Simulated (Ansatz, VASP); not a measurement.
AgCl: VASP beside Ansatz

```
Ag Cl
1.0
     0.00000    2.73500    2.73500
     2.73500    0.00000    2.73500
     2.73500    2.73500    0.00000
Ag Cl
1 1
Direct
  0.91000 0.91000 0.09000
  0.59000 0.59000 0.41000
```

Change from the starting cell: shortest bond scaled by 0.64, PAW files.

Alike in both runs: task electric field gradients; functional LDA; k mesh 7 × 7 × 7; occupations fermi-dirac, width 0.03 eV; no spin polarisation.

|  | VASP | Ansatz |
| --- | --- | --- |
| version | VASP 6.6.1 | Ansatz 0.2.0 |
| potentials or method | VASP PAW LDA potentials, release 64 (Ag, Cl) | PAW with Ansatz's default frozen-core files, scalar-relativistic |
| plane-wave cutoff (eV) | 520 | 420 |
| valence electrons in the cell | 18 | 26 |

```tsv
	VASP	Ansatz	Ansatz less VASP
gap on the k mesh at the Fermi level (eV)	1.48	1.47	-0.009
pressure (GPa)	46.0	45.9	-0.17
traceless stress, the component that is largest in VASP (GPa)	96.30	95.98	-0.310
rms of the force components (eV/Å)	11.892	11.851	-0.0410
size of Vzz on the site where it differs most (V/Å²)	378.8	120.1	-258.74
```

LDA's correlation is that of Perdew and Zunger in VASP and of Perdew and Wang (1992) in Ansatz. Atom by atom the forces differ by 0.041 eV/Å (rms over components). Both programs put the cell under a high pressure, so it lies far from rest at this level. VASP's potentials hold 18 valence electrons a cell and Ansatz's 26, so a difference there can come from the potentials and not from the codes.
